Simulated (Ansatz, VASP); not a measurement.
# Cd3InO: VASP beside Ansatz

```
Cd In O
1.0
     4.76796    0.00000    0.00000
     0.00000    4.76796    0.00000
     0.00000    0.00000    4.76796
Cd In O
3 1 1
Cartesian
  2.3840 0.0000 2.3840
  2.3840 2.3840 0.0000
  0.0000 2.3840 2.3840
  0.0000 0.0000 0.0000
  2.3840 2.3840 2.3840
```

Change from the starting cell: species swapped into the Pr3InO type (Pm-3m, No. 221).

Alike in both runs: task single point; functional PBE; k mesh 4 × 4 × 4; occupations gaussian, width 0.1 eV; no spin polarisation.

|  | VASP | Ansatz |
| --- | --- | --- |
| version | VASP 6.6.1 | Ansatz 0.2.0 |
| potentials or method | VASP PAW PBE potentials, release 64 (Cd, In_d, O), cutoff 520 eV | scalar-relativistic, plane waves, PAW |
| valence electrons in the cell | 55 | 79 |

Ansatz gave:

| Property | Result |
| --- | --- |
| gap on the k mesh at the Fermi level (eV) | none |
| pressure (GPa) | -1.1 |

**Question.** Which values does VASP return?

**Answer.** gap on the k mesh at the Fermi level (eV): none; pressure (GPa): -0.7.

A gap of «none» marks a metal or a gap that the smearing closes. VASP's potentials hold 55 valence electrons a cell and Ansatz's 79, so a difference there can come from the potentials and not from the codes.
